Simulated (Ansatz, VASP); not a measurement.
**Ni: VASP beside Ansatz**

```
CELL_PARAMETERS angstrom
2.42184 0.00000 0.00000
-1.21092 2.09737 0.00000
0.00000 0.00000 14.85880
ATOMIC_POSITIONS crystal
Ni 0.33333 0.16667 0.23555
Ni 0.66667 0.83333 0.36693
Ni 0.00000 0.50000 0.50000
Ni 0.33333 0.16667 0.63307
Ni 0.66667 0.83333 0.76445
```

Alike in both runs: task single point; functional LDA; k mesh 15 × 15 × 1; occupations fermi-dirac, width 0.1 eV; collinear spin.

|  | VASP | Ansatz |
| --- | --- | --- |
| version | VASP 6.6.1 | Ansatz 0.2.0 |
| potentials or method | VASP PAW LDA potentials, release 64 (Ni), cutoff 520 eV | all-electron LAPW, scalar-relativistic |

```csv
,VASP,Ansatz,Ansatz less VASP
rms of the force components (eV/Å),0.004,0.003,-0.0007
net moment per atom (μB),0.60,0.62,+0.027
size of the moment on the site where the two differ most (μB),0.60,0.65,+0.046
```

LDA's correlation is that of Perdew and Zunger in VASP and of Perdew and Wang (1992) in Ansatz. Site moments also hang on the region over which each program counts them. Atom by atom the forces differ by 0.001 eV/Å (rms over components). Ansatz ran all-electron here, and VASP with PAW potentials. Ansatz's warnings: vacuum density over bound.
